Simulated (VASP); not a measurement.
Runs of VASP 6.6.1 on TaSb4Au. The structure is that of space group F-43m (No. 216), or close to it. The cells are those of the table. 

```tsv
task	cell	k mesh	cutoff (eV)	gap on the mesh (eV)	pressure (GPa)	largest force (eV/Å)
relaxation of cell and atoms	relaxed from a = 5.846 Å, angles 60.0°, 6 atoms	4 × 4 × 4	600	none	0.0	0.01
single point	a = 5.999 Å, angles 60.0°, 6 atoms	4 × 4 × 4	520	none	0.1	0.01
single point	a = 6.002 Å, angles 60.0°, 6 atoms	8 × 8 × 8	520	none	0.0	0.01
single point	a = 5.846 Å, angles 60.0°, 6 atoms	4 × 4 × 4	520	none	6.7	(a)
```

Alike in all rows: level PBE; potentials or basis VASP PAW PBE potentials, release 64 (Ta_pv, Sb, Au); no spin polarisation; smearing gaussian 0.1 eV.

Fill in the values left out.

(a) 0.25.

Caveats: spin-orbit coupling is left out, which moves the levels of the heavy elements.

A k mesh can miss the band edges, and the runs leave out spin-orbit coupling on Au, Sb, Ta.

A gap of «none» marks levels without a gap at the run's occupations.
